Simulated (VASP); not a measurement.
# TaN (I4/mmm) in VASP: a series of runs

TaN is run at these levels: r2SCAN; tasks: single point.

Program: VASP 6.6.1. These are calculated values, not measurements. Logs are shortened: lines on timing, memory, paths and dates and some standing lists are left out, and cuts for length are marked.

**1. The cell of the first run**

The structure is tetragonal, space group I4/mmm (No. 139). The conventional cell has a = 3.109 Å, b = 3.109 Å, c = 4.462 Å, α = 90.00°, β = 90.00°, γ = 90.00°. Ta (site symmetry 4/mmm) has 6 N at 2.20 to 2.23 Å within 2.9 Å. N (site symmetry 4/mmm) has 6 Ta at 2.20 to 2.23 Å within 2.9 Å.

**2. Single point, r2SCAN (strain along c alone, the other axes held: +1.5 %)**

POSCAR

```
TaN
1.0
    2.1982663152      2.1982663152      0.0000000000
   -2.1982663152      2.1982663152      0.0000000000
    0.0000000000      0.0000000000      4.4624806199
Ta N
2 2
Direct
    0.5000000000      0.5000000000      0.0000000000
    0.0000000000      0.0000000000      0.5000000000
    0.0000000000      0.0000000000      0.0000000000
    0.5000000000      0.5000000000      0.5000000000
```

INCAR.step1

```
PREC = Accurate ; ENCUT = 520
ISMEAR = 0 ; SIGMA = 0.1
LREAL = F ; LASPH = T
NELM = 60 ; NBANDS = 24
GGA = PE ; ALGO = Normal
EDIFF = 1E-4 ; LWAVE = T
LCHARG = F
```

INCAR.step2

```
PREC = Accurate ; ENCUT = 520
EDIFF = 1E-6 ; ISMEAR = 0
SIGMA = 0.1 ; LREAL = F
LASPH = T ; NELM = 60
ALGO = Normal ; ISIF = 2
LWAVE = F ; LCHARG = T
METAGGA = R2SCAN ; LMIXTAU = T
LELF = T ; LVHAR = T
NBANDS = 24 ; ISTART = 1
```

KPOINTS

```
Automatic mesh
0
Gamma
  16 16 12
```

Potentials or basis: VASP PAW PBE potentials, release 64 (Ta_pv, N).

Started as:

```console
> cat potpaw_PBE.64/Ta_pv/POTCAR potpaw_PBE.64/N/POTCAR > POTCAR
> cp INCAR.step1 INCAR
> mpirun -np 1 vasp_std > vasp.out
> cp INCAR.step2 INCAR
> mpirun -np 1 vasp_std > vasp.out
```

OUTCAR:

```text
PREC = Accurate
   ENCUT = 520
   EDIFF = 1E-6
   ISMEAR = 0
   LREAL = F
   LASPH = T
   NELM = 60
   ISIF = 2
   METAGGA = R2SCAN
   ISTART = 1

 ion  position               nearest neighbor table
   1  0.500  0.500  0.000-   3 2.20   3 2.20   3 2.20   3 2.20   4 2.23   4 2.23   2 3.13   2 3.13
                             2 3.13   2 3.13   2 3.13   2 3.13   2 3.13   2 3.13
   2  0.000  0.000  0.500-   4 2.20   4 2.20   4 2.20   4 2.20   3 2.23   3 2.23   1 3.13   1 3.13
                             1 3.13   1 3.13   1 3.13   1 3.13   1 3.13   1 3.13
   3  0.000  0.000  0.000-   1 2.20   1 2.20   1 2.20   1 2.20   2 2.23   2 2.23
   4  0.500  0.500  0.500-   2 2.20   2 2.20   2 2.20   2 2.20   1 2.23   1 2.23

  LATTYP: Found a simple tetragonal cell.
 ALAT       =     3.1088180367
 C/A-ratio  =     1.4354267658

  Lattice vectors:

 A1 = (   2.1982663152,   2.1982663152,   0.0000000000)
 A2 = (  -2.1982663152,   2.1982663152,   0.0000000000)
 A3 = (   0.0000000000,   0.0000000000,   4.4624806199)

Analysis of symmetry for initial positions (statically):
=====================================================================
 Subroutine PRICEL returns following result:

  LATTYP: Found a body centered tetragonal cell.
 ALAT       =     3.1088180367
 C/A-ratio  =     1.4354267658

  Lattice vectors:

 A1 = (   2.1982663152,   0.0000000000,  -2.2312403100)
 A2 = (  -2.1982663152,   0.0000000000,  -2.2312403099)
 A3 = (   0.0000000000,   2.1982663152,   2.2312403099)

   2 primitive cells build up your supercell.

 Routine SETGRP: Setting up the symmetry group for a
 simple tetragonal supercell.

 Subroutine GETGRP returns: Found 16 space group operations
 (whereof 16 operations were pure point group operations)
 out of a pool of 16 trial point group operations.

The static configuration has the point symmetry D_4h.

Analysis of symmetry for dynamics (positions and initial velocities):
=====================================================================
 Subroutine PRICEL returns following result:

  LATTYP: Found a body centered tetragonal cell.
 ALAT       =     3.1088180367
 C/A-ratio  =     1.4354267658

  Lattice vectors:

 A1 = (   2.1982663152,   0.0000000000,  -2.2312403100)
 A2 = (  -2.1982663152,   0.0000000000,  -2.2312403099)
 A3 = (   0.0000000000,   2.1982663152,   2.2312403099)

   2 primitive cells build up your supercell.

 Routine SETGRP: Setting up the symmetry group for a
 simple tetragonal supercell.

 Subroutine GETGRP returns: Found 16 space group operations
 (whereof 16 operations were pure point group operations)
 out of a pool of 16 trial point group operations.

The dynamic configuration has the point symmetry D_4h.

 Subroutine INISYM returns: Found 16 space group operations
 (whereof 16 operations are pure point group operations),
 and found     2 'primitive' translations

----------------------------------------------------------------------------------------

                                     Primitive cell

  volume of cell :      21.5644

  direct lattice vectors                    reciprocal lattice vectors
     2.198266315  0.000000000 -2.231240310     0.227451968  0.227451968 -0.224090609
    -2.198266315  0.000000000 -2.231240310    -0.227451968  0.227451968 -0.224090609
     0.000000000  2.198266315  2.231240310     0.000000000  0.454903936  0.000000000

  length of vectors
     3.132220955  3.132220955  3.132220955     0.392027291  0.392027291  0.454903936

  position of ions in fractional coordinates (direct lattice)
     0.500000000  0.500000000  0.000000000
     1.000000000  1.000000000  0.000000000

  ion indices of the primitive-cell ions
   primitive index   ion index
                 1           1
                 2           4

----------------------------------------------------------------------------------------

 KPOINTS: Automatic mesh

Automatic generation of k-mesh.
 Grid dimensions read from file:
 generate k-points for:   16   16   12

 Generating k-lattice:

  Cartesian coordinates                     Fractional coordinates (reciprocal lattice)
     0.014215748  0.014215748  0.000000000     0.062500000  0.000000000  0.000000000
    -0.014215748  0.014215748  0.000000000     0.000000000  0.062500000  0.000000000
     0.000000000  0.000000000  0.018674217     0.000000000  0.000000000  0.083333333

  Length of vectors
     0.020104104  0.020104104  0.018674217

  Shift w.r.t. Gamma in fractional coordinates (k-lattice)
     0.000000000  0.000000000  0.000000000

 Subroutine IBZKPT returns following result:
 ===========================================

 Found    315 irreducible k-points:

 Following reciprocal coordinates:
            Coordinates               Weight
  0.000000  0.000000  0.000000      1.000000
  0.062500  0.000000  0.000000      4.000000
  0.125000  0.000000  0.000000      4.000000
  0.187500  0.000000  0.000000      4.000000
  0.250000  0.000000  0.000000      4.000000
  0.312500  0.000000  0.000000      4.000000
[... 16 lines left out ...]
  0.437500  0.125000  0.000000      8.000000
  0.500000  0.125000  0.000000      4.000000
 [... further k-points ...]
   k-points           NKPTS =    315   k-points in BZ     NKDIM =    315   number of bands    NBANDS=     24
   number of dos      NEDOS =    301   number of ions     NIONS =      4
   total plane-waves  NPLWV =  20736
   dimension x,y,z NGX =    24 NGY =   24 NGZ =   36
   dimension x,y,z NGXF=    48 NGYF=   48 NGZF=   72
   ions per type =               2   2
   NGX,Y,Z   is equivalent  to a cutoff of  12.83, 12.83, 13.41 a.u.
   NGXF,Y,Z  is equivalent  to a cutoff of  25.67, 25.67, 26.82 a.u.
 SYSTEM =  unknown system
   PREC   = accura    normal or accurate (medium, high low for compatibility)
   ISTART =      1    job   : 0-new  1-cont  2-samecut
   ICHARG =      0    charge: 1-file 2-atom 10-const
   ISPIN  =      1    spin polarized calculation?
   LNONCOLLINEAR =      F non collinear calculations
   LSORBIT =      F    spin-orbit coupling
   LASPH  =      T    aspherical Exc in radial PAW
   ENCUT  =  520.0 eV  38.22 Ry    6.18 a.u.   5.78  5.78  8.30*2*pi/ulx,y,z
   NELM   =     60;   NELMIN=  2; NELMDL=  0     # of ELM steps
   EDIFF  = 0.1E-05   stopping-criterion for ELM
   LREAL  =      F    real-space projection
   EDIFFG = 0.1E-04   stopping-criterion for IOM
   NSW    =      0    number of steps for IOM
   IBRION =     -1    ionic relax: 0-MD 1-quasi-New 2-CG
   NFREE  =      0    steps in history (QN), initial steepest desc. (CG)
   ISIF   =      2    stress and relaxation
   ISYM   =      2    0-nonsym 1-usesym 2-fastsym
   POTIM  = 0.5000    time-step for ionic-motion
   TEBEG  =    0.0;   TEEND  =   0.0 temperature during run
   PSTRESS=    0.0 pullay stress
   NELECT =      32.0000    total number of electrons
   NUPDOWN=      -1.0000    fix difference up-down
   EMIN   =  10.00;   EMAX   =-10.00  energy-range for DOS
   EFERMI =   0.00;   METHOD = LEGACY
   ISMEAR =     0;   SIGMA  =   0.10  broadening in eV -4-tet -1-fermi 0-gaus
   EFERMI_NEDOS =   21; number of points for ismear=-14 and -15
   IALGO  =     38    algorithm
   IMIX   =      4    mixing-type and parameters
     AMIX     =   0.40;   BMIX     =  1.00
     AMIX_MAG =   1.60;   BMIX_MAG =  1.00
  volume/ion in A,a.u.               =      10.78        72.76
  Fermi-wavevector in a.u.,A,eV,Ry     =   1.482072  2.800709 29.885688  2.196536
  Thomas-Fermi vector in A             =   2.595903
   LORBIT       =      0    0 simple, 1 ext, 2 COOP (PROOUT), +10 PAW based schemes
   METAGGA = R2SCAN    functional components
   LHFCALC =     F    Hartree Fock is set to
   AEXX    =    0.0000 exact exchange contribution
   IVDW    =     0    specifies the selected vdW correction
   LEPSILON=     F    determine dielectric tensor
   LRPA    =     F    only Hartree local field effects (RPA)
 non-spin polarized calculation
 Gauss-broadening in eV      SIGMA  =   0.10
  energy-cutoff  :      520.00
  volume of cell :       43.13
 maximum number of plane-waves:      1184
 NGX is ok and might be reduce to    24
   NGX = 11   NGY = 11   NGZ = 17

 number of electron      32.0000004 magnetization

 Free energy of the ion-electron system (eV)
  ---------------------------------------------------
  ext. energy  EPLUGINS =         0.00000000
  ---------------------------------------------------
  free energy    TOTEN  =      -119.24017744 eV

  energy without entropy =     -119.23140546  energy(sigma->0) =     -119.23579145

 E-fermi :   9.4503     XC(G=0): -14.3651

 val. band max:        9.4455176640   @ k =   0.2500   0.0625   0.0833
 cond. band min:       9.4582991728   @ k =   0.1875   0.1250   0.1667
 fundamental gap:      0.0127815088
 Fermi energy:         9.4502605537

 k-point     1 :       0.0000    0.0000    0.0000
  band No.  band energies     occupation
      1     -28.4245      2.00000
      2     -27.9815      2.00000
      3     -27.9815      2.00000
      4     -27.7298      2.00000
      5     -27.7195      2.00000
      6     -27.7195      2.00000
[... 16 lines left out ...]
     23      12.9119      0.00000
     24      12.9119      0.00000

 k-point     2 :       0.0625    0.0000    0.0000
  band No.  band energies     occupation
      1     -28.4165      2.00000
      2     -27.9977      2.00000
      3     -27.9767      2.00000
      4     -27.7417      2.00000
      5     -27.7350      2.00000
      6     -27.7197      2.00000
[... 16 lines left out ...]
     23      12.8435      0.00000
     24      12.8513      0.00000

 k-point     3 :       0.1250    0.0000    0.0000
  band No.  band energies     occupation
      1     -28.3930      2.00000
      2     -28.0431      2.00000
      3     -27.9629      2.00000
      4     -27.8045      2.00000
      5     -27.7506      2.00000
      6     -27.7205      2.00000
[... 16 lines left out ...]
     23      12.6493      0.00000
     24      12.6719      0.00000

 k-point     4 :       0.1875    0.0000    0.0000
  band No.  band energies     occupation
      1     -28.3552      2.00000
      2     -28.1096      2.00000
      3     -27.9411      2.00000
      4     -27.8980      2.00000
      5     -27.7764      2.00000
      6     -27.7225      2.00000
[... 16 lines left out ...]
     23      13.0215      0.00000
     24      13.5230      0.00000

 k-point     5 :       0.2500    0.0000    0.0000
  band No.  band energies     occupation
      1     -28.3052      2.00000
      2     -28.1850      2.00000
      3     -28.0082      2.00000
      4     -27.9133      2.00000
      5     -27.8123      2.00000
      6     -27.7271      2.00000
[... 16 lines left out ...]
     23      13.9247      0.00000
     24      14.0193      0.00000

 k-point     6 :       0.3125    0.0000    0.0000
  band No.  band energies     occupation
      1     -28.2560      2.00000
      2     -28.2455      2.00000
      3     -28.1194      2.00000
      4     -27.8819      2.00000
      5     -27.8579      2.00000
      6     -27.7352      2.00000
[... 16 lines left out ...]
     23      14.7118      0.00000
     24      14.9274      0.00000
[... 379 lines left out ...]
 k-point    21 :       0.3125    0.1250    0.0000
  band No.  band energies     occupation
      1     -28.2475      2.00000
      2     -28.2249      2.00000
      3     -28.1289      2.00000
      4     -27.9324      2.00000
      5     -27.8664      2.00000
      6     -27.7899      2.00000
[... 16 lines left out ...]
     23      13.5110      0.00000
     24      15.0716      0.00000

 k-point    22 :       0.3750    0.1250    0.0000
  band No.  band energies     occupation
      1     -28.3028      2.00000
      2     -28.2220      2.00000
      3     -28.1631      2.00000
      4     -27.9159      2.00000
      5     -27.8997      2.00000
      6     -27.8016      2.00000
[... 16 lines left out ...]
     23      14.1253      0.00000
     24      15.9028      0.00000

 k-point    23 :       0.4375    0.1250    0.0000
  band No.  band energies     occupation
      1     -28.3320      2.00000
      2     -28.2911      2.00000
      3     -28.0985      2.00000
      4     -27.9724      2.00000
      5     -27.8685      2.00000
      6     -27.8185      2.00000
[... 16 lines left out ...]
     23      15.0668      0.00000
     24      16.3474      0.00000

 k-point    24 :       0.5000    0.1250    0.0000
  band No.  band energies     occupation
      1     -28.3287      2.00000
      2     -28.3287      2.00000
      3     -28.0340      2.00000
      4     -28.0340      2.00000
      5     -27.8410      2.00000
      6     -27.8410      2.00000
[... 16 lines left out ...]
     23      15.9478      0.00000
     24      15.9478      0.00000

 [... further k-points ...]

------------------------ aborting loop because EDIFF is reached ----------------------------------------

  FORCE on cell =-STRESS in cart. coord.  units (eV):
  Direction    XX          YY          ZZ          XY          YZ          ZX
  --------------------------------------------------------------------------------------
  -------------------------------------------------------------------------------------
  Total       -0.1960903     -0.1960903     -2.1229322      0.0000000      0.0000000     -0.0000000
  in kB       -7.2845002     -7.2845002    -78.8641735      0.0000000      0.0000000     -0.0000000
  external PRESSURE =     -31.1443913 kB  Pullay stress =       0.0000000 kB

 VOLUME and BASIS-vectors are now :
 -----------------------------------------------------------------------------
  energy-cutoff  :      520.00
  volume of cell :       43.13
      direct lattice vectors                 reciprocal lattice vectors
     2.198266315  2.198266315  0.000000000     0.227451968  0.227451968  0.000000000
    -2.198266315  2.198266315  0.000000000    -0.227451968  0.227451968  0.000000000
     0.000000000  0.000000000  4.462480620     0.000000000  0.000000000  0.224090609

 POSITION                                       TOTAL-FORCE (eV/Angst)
 -----------------------------------------------------------------------------------
      0.00000      2.19827      0.00000         0.000000     -0.000000      0.000000
      0.00000      0.00000      2.23124        -0.000000      0.000000     -0.000000
      0.00000      0.00000      0.00000         0.000000     -0.000000     -0.000000
      0.00000      2.19827      2.23124        -0.000000      0.000000     -0.000000
 -----------------------------------------------------------------------------------
    total drift:                                0.000000     -0.000000     -0.000000

  FREE ENERGIE OF THE ION-ELECTRON SYSTEM (eV)
  ---------------------------------------------------
  free  energy   TOTEN  =      -119.2401774360 eV

  energy  without entropy=     -119.2314054581  energy(sigma->0) =     -119.23579145
```

It took 12 min on 1 thread of Intel Xeon Platinum 8488C (Sapphire Rapids), shared host; peak memory 0.38 GiB.

What came out:

```
Free energy            : -119.2402 eV
Pressure               : -3.1 GPa
Band gap on the k mesh : zero (bands 16 and 17 overlap by 3.89 eV)
```

Levels at points of the mesh, in eV from the Fermi level:
| k point | band 12 | band 13 | band 14 | band 15 | band 16 | band 17 | band 18 | band 19 | band 20 | band 21 |
| --- | --- | --- | --- | --- | --- | --- | --- | --- | --- | --- |
| (0.00, 0.00, 0.00) | -4.92 | -4.14 | -4.08 | -4.08 | -2.24 | -2.06 | -2.06 | -0.01 | 0.23 | 1.71 |
| (0.50, 0.00, 0.00) | -7.57 | -7.05 | -7.05 | 0.46 | 0.46 | 0.74 | 0.74 | 1.75 | 1.75 | 2.85 |
| (0.50, 0.50, 0.00) | -5.52 | -5.01 | -5.01 | -4.97 | -4.97 | 2.16 | 2.16 | 3.37 | 3.37 | 3.57 |
| (0.00, 0.00, 0.50) | -5.11 | -5.11 | -5.11 | -4.16 | -4.16 | 1.11 | 1.11 | 1.55 | 1.55 | 1.55 |
| (0.50, 0.00, 0.50) | -7.89 | -7.89 | -7.89 | 1.83 | 1.83 | 1.93 | 1.93 | 2.05 | 2.05 | 4.04 |
| (0.50, 0.50, 0.50) | -7.06 | -7.06 | -7.06 | -0.35 | -0.35 | -0.35 | -0.35 | 3.58 | 3.58 | 4.24 |

Caveat: the cell differs from its parent crystal (strain along c alone, the other axes held: +1.5 %); the cell stands under tension; the PAW data sets were made with another functional, which shifts forces and pressure a little; spin-orbit coupling is left out, which moves the levels of the heavy elements.

**3. Single point, r2SCAN (strain along c alone, the other axes held: +3.0 %)**

POSCAR: that of step 2 with these lines changed.

```diff
@@ -4,3 +4,3 @@
    -2.1982663152      2.1982663152      0.0000000000
-    0.0000000000      0.0000000000      4.4624806199
+    0.0000000000      0.0000000000      4.5284286094
 Ta N
```

INCAR.step1

```
  PREC = Accurate
  ENCUT = 520
  ISMEAR = 0
  SIGMA = 0.1
  LREAL = F
  LASPH = T
  NELM = 60
  NBANDS = 24
  GGA = PE
  ALGO = Normal
  EDIFF = 1E-4
  LWAVE = T
  LCHARG = F
```

INCAR.step2

```
  PREC = Accurate
  ENCUT = 520
  EDIFF = 1E-6
  ISMEAR = 0
  SIGMA = 0.1
  LREAL = F
  LASPH = T
  NELM = 60
  ALGO = Normal
  ISIF = 2
  LWAVE = F
  LCHARG = T
  METAGGA = R2SCAN
  LMIXTAU = T
  LELF = T
  LVHAR = T
  NBANDS = 24
  ISTART = 1
```

KPOINTS is that of step 2.

Potentials or basis: VASP PAW PBE potentials, release 64 (Ta_pv, N).

Started as:

```console
> cat potpaw_PBE.64/Ta_pv/POTCAR potpaw_PBE.64/N/POTCAR > POTCAR
> cp INCAR.step1 INCAR
> mpirun -np 1 vasp_std > vasp.out
> cp INCAR.step2 INCAR
> mpirun -np 1 vasp_std > vasp.out
```

Wall time 9.6 min (1 thread of Intel Xeon Platinum 8488C (Sapphire Rapids), shared host); peak memory 0.38 GiB.

Results (log left out):

```yaml
Free_energy: -119.1926 eV
Pressure: -7.4 GPa
Band_gap_on_the_k_mesh: zero (bands 16 and 17 overlap by 3.70 eV)
```

Stress tensor (GPa, compression positive):
```
 -3.10   0.00   0.00
  0.00  -3.10   0.00
  0.00   0.00 -15.98
```

Levels at points of the mesh, in eV from the Fermi level:
```
           k point  band 12  band 13  band 14  band 15  band 16  band 17  band 18  band 19  band 20  band 21
(0.00, 0.00, 0.00)    -4.84    -4.12    -4.03    -4.03    -2.31    -1.96    -1.96    -0.23     0.32     1.72
(0.50, 0.00, 0.00)    -7.51    -7.07    -7.07     0.51     0.51     0.81     0.81     1.70     1.70     2.63
(0.50, 0.50, 0.00)    -5.43    -5.01    -5.01    -4.94    -4.94     2.08     2.08     3.18     3.18     3.59
(0.00, 0.00, 0.50)    -4.99    -4.99    -4.99    -4.11    -4.11     1.14     1.14     1.44     1.44     1.44
(0.50, 0.00, 0.50)    -7.79    -7.79    -7.79     1.74     1.74     1.90     1.90     2.05     2.05     3.98
(0.50, 0.50, 0.50)    -6.94    -6.94    -6.94    -0.49    -0.49    -0.49    -0.49     3.60     3.60     4.27
```

Caveat: the cell differs from its parent crystal (strain along c alone, the other axes held: +3.0 %); the cell stands under tension; the PAW data sets were made with another functional, which shifts forces and pressure a little; spin-orbit coupling is left out, which moves the levels of the heavy elements.
